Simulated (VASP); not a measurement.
# LiCl (Pnma) in VASP: single point with PBEsol

Aim: the single point of LiCl with PBEsol.

Everything below comes from runs of VASP 6.6.1. Logs are shortened: lines on timing, memory, paths and dates and some standing lists are left out, and cuts for length are marked.

## 1. The cell of the first run

The typed cell holds 8 atoms: a = 10.129 Å, b = 3.580 Å, c = 3.581 Å, α = 90.00°, β = 90.00°, γ = 90.00°.

## 2. Single point, PBEsol

INCAR reads:

```
PREC = Accurate
ENCUT = 520
EDIFF = 1E-7
ISMEAR = -1
SIGMA = 0.03
LREAL = F
LASPH = T
NELM = 60
ALGO = Normal
ISIF = 2
LWAVE = F
LCHARG = T
GGA = PS
LELF = T
LVHAR = T
NBANDS = 30
```

KPOINTS reads:

```
regular mesh
0
Gamma
  2 6 6
```

POSCAR reads:

```
LiCl
1.0
   10.1294713859      0.0000000000      0.0000000000
    0.0000000000      3.5801162972      0.0000000000
    0.0000000000      0.0000000000      3.5814422533
Li Cl
4 4
Direct
    0.8749821845      0.2500000000      0.2493776694
    0.1250178155      0.7500000000      0.7506223306
    0.6250178155      0.7500000000      0.7493776694
    0.3749821845      0.2500000000      0.2506223306
    0.6249813776      0.2500000000      0.2497203176
    0.3750186224      0.7500000000      0.7502796824
    0.8750186224      0.7500000000     -0.2502796824
    0.1249813776      0.2500000000      1.2502796824
```

Potentials or basis: VASP PAW PBE potentials, release 64 (Li_sv, Cl).

Command:

```bash
cat potpaw_PBE.64/Li_sv/POTCAR potpaw_PBE.64/Cl/POTCAR > POTCAR
mpirun -np 1 vasp_std > vasp.out
```

OUTCAR:

```text
PREC = Accurate
   ENCUT = 520
   EDIFF = 1E-7
   ISMEAR = -1
   LREAL = F
   LASPH = T
   NELM = 60
   ISIF = 2
   GGA = PS

 ion  position               nearest neighbor table
   1  0.875  0.250  0.249-   7 2.53   7 2.53   8 2.53   5 2.53   7 2.53   7 2.53
   2  0.125  0.750  0.751-   8 2.53   8 2.53   7 2.53   6 2.53   8 2.53   8 2.53
   3  0.625  0.750  0.749-   5 2.53   5 2.53   6 2.53   7 2.53   5 2.53   5 2.53
   4  0.375  0.250  0.251-   6 2.53   6 2.53   5 2.53   8 2.53   6 2.53   6 2.53
   5  0.625  0.250  0.250-   3 2.53   3 2.53   4 2.53   1 2.53   3 2.53   3 2.53
   6  0.375  0.750  0.750-   4 2.53   4 2.53   3 2.53   2 2.53   4 2.53   4 2.53
   7  0.875  0.750  0.750-   1 2.53   1 2.53   2 2.53   3 2.53   1 2.53   1 2.53
   8  0.125  0.250  0.250-   2 2.53   2 2.53   1 2.53   4 2.53   2 2.53   2 2.53

  LATTYP: Found a simple orthorhombic cell.
 ALAT       =     3.5801162972
 B/A-ratio  =     1.0003703668
 C/A-ratio  =     2.8293693682

  Lattice vectors:

 A1 = (   0.0000000000,   3.5801162972,   0.0000000000)
 A2 = (   0.0000000000,   0.0000000000,   3.5814422533)
 A3 = (  10.1294713859,   0.0000000000,   0.0000000000)

Analysis of symmetry for initial positions (statically):
=====================================================================
 Subroutine PRICEL returns:
 Original cell was already a primitive cell.

 Routine SETGRP: Setting up the symmetry group for a
 simple orthorhombic supercell.

 Subroutine GETGRP returns: Found  8 space group operations
 (whereof  2 operations were pure point group operations)
 out of a pool of  8 trial point group operations.

The static configuration has the point symmetry S_2 .
 The point group associated with its full space group is D_2h.

Analysis of symmetry for dynamics (positions and initial velocities):
=====================================================================
 Subroutine PRICEL returns:
 Original cell was already a primitive cell.

 Routine SETGRP: Setting up the symmetry group for a
 simple orthorhombic supercell.

 Subroutine GETGRP returns: Found  8 space group operations
 (whereof  2 operations were pure point group operations)
 out of a pool of  8 trial point group operations.

The dynamic configuration has the point symmetry S_2 .
 The point group associated with its full space group is D_2h.

 Subroutine INISYM returns: Found  8 space group operations
 (whereof  2 operations are pure point group operations),
 and found     1 'primitive' translations

----------------------------------------------------------------------------------------

                                     Primitive cell

  volume of cell :     129.8799

  direct lattice vectors                    reciprocal lattice vectors
    10.129471386  0.000000000  0.000000000     0.098721835  0.000000000  0.000000000
     0.000000000  3.580116297  0.000000000     0.000000000  0.279320535  0.000000000
     0.000000000  0.000000000  3.581442253     0.000000000  0.000000000  0.279217122

  length of vectors
    10.129471386  3.580116297  3.581442253     0.098721835  0.279320535  0.279217122

  position of ions in fractional coordinates (direct lattice)
     0.874982184  0.250000000  0.249377669
     0.125017816  0.750000000  0.750622331
     0.625017816  0.750000000  0.749377669
     0.374982184  0.250000000  0.250622331
     0.624981378  0.250000000  0.249720318
     0.375018622  0.750000000  0.750279682
     0.875018622  0.750000000  0.749720318
     0.124981378  0.250000000  0.250279682

  ion indices of the primitive-cell ions
   primitive index   ion index
                 1           1
                 2           2
                 3           3
                 4           4
                 5           5
                 6           6
                 7           7
                 8           8

----------------------------------------------------------------------------------------

 KPOINTS: regular mesh

Automatic generation of k-mesh.
 Grid dimensions read from file:
 generate k-points for:    2    6    6

 Generating k-lattice:

  Cartesian coordinates                     Fractional coordinates (reciprocal lattice)
     0.049360917  0.000000000  0.000000000     0.500000000  0.000000000  0.000000000
     0.000000000  0.046553423  0.000000000     0.000000000  0.166666667  0.000000000
     0.000000000  0.000000000  0.046536187     0.000000000  0.000000000  0.166666667

  Length of vectors
     0.049360917  0.046553423  0.046536187

  Shift w.r.t. Gamma in fractional coordinates (k-lattice)
     0.000000000  0.000000000  0.000000000

 Subroutine IBZKPT returns following result:
 ===========================================

 Found     32 irreducible k-points:

 Following reciprocal coordinates:
            Coordinates               Weight
  0.000000  0.000000  0.000000      1.000000
  0.500000  0.000000  0.000000      1.000000
  0.000000  0.166667  0.000000      2.000000
  0.500000  0.166667  0.000000      2.000000
  0.000000  0.333333  0.000000      2.000000
  0.500000  0.333333  0.000000      2.000000
[... 16 lines left out ...]
  0.000000  0.500000  0.333333      2.000000
  0.500000  0.500000  0.333333      2.000000
 [... further k-points ...]
   k-points           NKPTS =     32   k-points in BZ     NKDIM =     32   number of bands    NBANDS=     30
   number of dos      NEDOS =    301   number of ions     NIONS =      8
   total plane-waves  NPLWV =  62720
   dimension x,y,z NGX =    80 NGY =   28 NGZ =   28
   dimension x,y,z NGXF=   160 NGYF=   56 NGZF=   56
   ions per type =               4   4
   NGX,Y,Z   is equivalent  to a cutoff of  13.13, 13.00, 13.00 a.u.
   NGXF,Y,Z  is equivalent  to a cutoff of  26.26, 26.00, 25.99 a.u.
 SYSTEM =  unknown system
   PREC   = accura    normal or accurate (medium, high low for compatibility)
   ISTART =      0    job   : 0-new  1-cont  2-samecut
   ICHARG =      2    charge: 1-file 2-atom 10-const
   ISPIN  =      1    spin polarized calculation?
   LNONCOLLINEAR =      F non collinear calculations
   LSORBIT =      F    spin-orbit coupling
   LASPH  =      T    aspherical Exc in radial PAW
   ENCUT  =  520.0 eV  38.22 Ry    6.18 a.u.  18.83  6.66  6.66*2*pi/ulx,y,z
   NELM   =     60;   NELMIN=  2; NELMDL= -5     # of ELM steps
   EDIFF  = 0.1E-06   stopping-criterion for ELM
   LREAL  =      F    real-space projection
   EDIFFG = 0.1E-05   stopping-criterion for IOM
   NSW    =      0    number of steps for IOM
   IBRION =     -1    ionic relax: 0-MD 1-quasi-New 2-CG
   NFREE  =      0    steps in history (QN), initial steepest desc. (CG)
   ISIF   =      2    stress and relaxation
   ISYM   =      2    0-nonsym 1-usesym 2-fastsym
   POTIM  = 0.5000    time-step for ionic-motion
   TEBEG  =    0.0;   TEEND  =   0.0 temperature during run
   PSTRESS=    0.0 pullay stress
   NELECT =      40.0000    total number of electrons
   NUPDOWN=      -1.0000    fix difference up-down
   EMIN   =  10.00;   EMAX   =-10.00  energy-range for DOS
   EFERMI =   0.00;   METHOD = LEGACY
   ISMEAR =    -1;   SIGMA  =   0.03  broadening in eV -4-tet -1-fermi 0-gaus
   EFERMI_NEDOS =   21; number of points for ismear=-14 and -15
   IALGO  =     38    algorithm
   IMIX   =      4    mixing-type and parameters
     AMIX     =   0.40;   BMIX     =  1.00
     AMIX_MAG =   1.60;   BMIX_MAG =  1.00
  volume/ion in A,a.u.               =      16.23       109.56
  Fermi-wavevector in a.u.,A,eV,Ry     =   1.105556  2.089199 16.629786  1.222255
  Thomas-Fermi vector in A             =   2.242045
   LORBIT       =      0    0 simple, 1 ext, 2 COOP (PROOUT), +10 PAW based schemes
   GGA     = PS    functional components
   LHFCALC =     F    Hartree Fock is set to
   AEXX    =    0.0000 exact exchange contribution
   IVDW    =     0    specifies the selected vdW correction
   LEPSILON=     F    determine dielectric tensor
   LRPA    =     F    only Hartree local field effects (RPA)
 non-spin polarized calculation
  energy-cutoff  :      520.00
  volume of cell :      129.88
 maximum number of plane-waves:      3524
 NGX is ok and might be reduce to    80
   NGX = 37   NGY = 13   NGZ = 13

 number of electron      40.0000035 magnetization

 Free energy of the ion-electron system (eV)
  ---------------------------------------------------
  ext. energy  EPLUGINS =         0.00000000
  ---------------------------------------------------
  free energy    TOTEN  =       -30.55649066 eV

  energy without entropy =      -30.55649066  energy(sigma->0) =      -30.55649066

 E-fermi :   1.4851     XC(G=0):  -9.0786

 val. band max:        0.8347396817   @ k =   0.0000   0.0000   0.1667
 cond. band min:       7.1904515444   @ k =   0.0000   0.0000   0.0000
 fundamental gap:      6.3557118627
 Fermi energy:         1.4850923323

 k-point     1 :       0.0000    0.0000    0.0000
  band No.  band energies     occupation
      1     -41.9236      2.00000
      2     -41.9211      2.00000
      3     -41.9211      2.00000
      4     -41.9186      2.00000
      5     -12.7029      2.00000
      6     -12.2943      2.00000
[... 22 lines left out ...]
     29      10.5338      0.00000
     30      12.6736      0.00000

 k-point     2 :       0.5000    0.0000    0.0000
  band No.  band energies     occupation
      1     -41.9229      2.00000
      2     -41.9229      2.00000
      3     -41.9194      2.00000
      4     -41.9194      2.00000
      5     -12.5909      2.00000
      6     -12.5909      2.00000
[... 22 lines left out ...]
     29      12.1959      0.00000
     30      12.1960      0.00000

 k-point     3 :       0.0000    0.1667    0.0000
  band No.  band energies     occupation
      1     -41.9230      2.00000
      2     -41.9208      2.00000
      3     -41.9208      2.00000
      4     -41.9187      2.00000
      5     -12.6043      2.00000
      6     -12.2401      2.00000
[... 22 lines left out ...]
     29      10.9459      0.00000
     30      11.7319      0.00000

 k-point     4 :       0.5000    0.1667    0.0000
  band No.  band energies     occupation
      1     -41.9223      2.00000
      2     -41.9223      2.00000
      3     -41.9193      2.00000
      4     -41.9193      2.00000
      5     -12.5039      2.00000
      6     -12.5039      2.00000
[... 22 lines left out ...]
     29      11.5915      0.00000
     30      11.5921      0.00000

 k-point     5 :       0.0000    0.3333    0.0000
  band No.  band energies     occupation
      1     -41.9214      2.00000
      2     -41.9202      2.00000
      3     -41.9202      2.00000
      4     -41.9189      2.00000
      5     -12.3520      2.00000
      6     -12.1271      2.00000
[... 22 lines left out ...]
     29      10.8910      0.00000
     30      11.3505      0.00000
[... 526 lines left out ...]
     29      11.1635      0.00000
     30      11.1657      0.00000

 k-point    22 :       0.5000    0.3333    0.3333
  band No.  band energies     occupation
      1     -41.9197      2.00000
      2     -41.9197      2.00000
      3     -41.9189      2.00000
      4     -41.9189      2.00000
      5     -12.0236      2.00000
      6     -12.0236      2.00000
[... 22 lines left out ...]
     29      11.1802      0.00000
     30      11.1803      0.00000

 k-point    23 :       0.0000    0.5000    0.3333
  band No.  band energies     occupation
      1     -41.9190      2.00000
      2     -41.9190      2.00000
      3     -41.9190      2.00000
      4     -41.9190      2.00000
      5     -11.8700      2.00000
      6     -11.8700      2.00000
[... 22 lines left out ...]
     29      11.7888      0.00000
     30      11.7890      0.00000

 k-point    24 :       0.5000    0.5000    0.3333
  band No.  band energies     occupation
      1     -41.9190      2.00000
      2     -41.9190      2.00000
      3     -41.9190      2.00000
      4     -41.9190      2.00000
      5     -11.8659      2.00000
      6     -11.8659      2.00000
[... 22 lines left out ...]
     29      11.8683      0.00000
     30      11.8683      0.00000

 [... further k-points ...]
[... 5 lines left out ...]
  --------------------------------------------------------------------------------------
  -------------------------------------------------------------------------------------
  Total       -0.0616479     -0.0474003     -0.0628885      0.0000000      0.0000000      0.0000000
  in kB       -0.7604792     -0.5847222     -0.7757829      0.0000000      0.0000000      0.0000000
  external PRESSURE =      -0.7069948 kB  Pullay stress =       0.0000000 kB

 VOLUME and BASIS-vectors are now :
 -----------------------------------------------------------------------------
  energy-cutoff  :      520.00
  volume of cell :      129.88
      direct lattice vectors                 reciprocal lattice vectors
    10.129471386  0.000000000  0.000000000     0.098721835  0.000000000  0.000000000
     0.000000000  3.580116297  0.000000000     0.000000000  0.279320535  0.000000000
     0.000000000  0.000000000  3.581442253     0.000000000  0.000000000  0.279217122

 POSITION                                       TOTAL-FORCE (eV/Angst)
 -----------------------------------------------------------------------------------
      8.86311      0.89503      0.89313         0.000194      0.000000      0.001580
      1.26636      2.68509      2.68831        -0.000194      0.000000     -0.001580
      6.33110      2.68509      2.68385        -0.000194      0.000000      0.001580
      3.79837      0.89503      0.89759         0.000194      0.000000     -0.001580
      6.33073      0.89503      0.89436         0.000865     -0.000000      0.000196
      3.79874      2.68509      2.68708        -0.000865      0.000000     -0.000196
      8.86348      2.68509      2.68508        -0.000865     -0.000000      0.000196
      1.26600      0.89503      0.89636         0.000865      0.000000     -0.000196
 -----------------------------------------------------------------------------------
    total drift:                                0.000000     -0.000000      0.000000

  FREE ENERGIE OF THE ION-ELECTRON SYSTEM (eV)
  ---------------------------------------------------
  free  energy   TOTEN  =       -30.5564906563 eV

  energy  without entropy=      -30.5564906563  energy(sigma->0) =      -30.55649066
```

Run time: 2.3 min. Hardware: 1 thread of Intel Xeon Platinum 8259CL at 2.50GHz (Skylake/Cascade Lake), shared host; peak memory 0.27 GiB.

Results:

```
Free energy            : -30.5565 eV
Band gap on the k mesh : 6.36 eV
```

Caveat: the cutoff is under 1.25 times the usual one of these potentials, so pressure, stress and relaxed cells hold a basis-set (Pulay) error; the PAW data sets were made with another functional, which shifts forces and pressure a little.
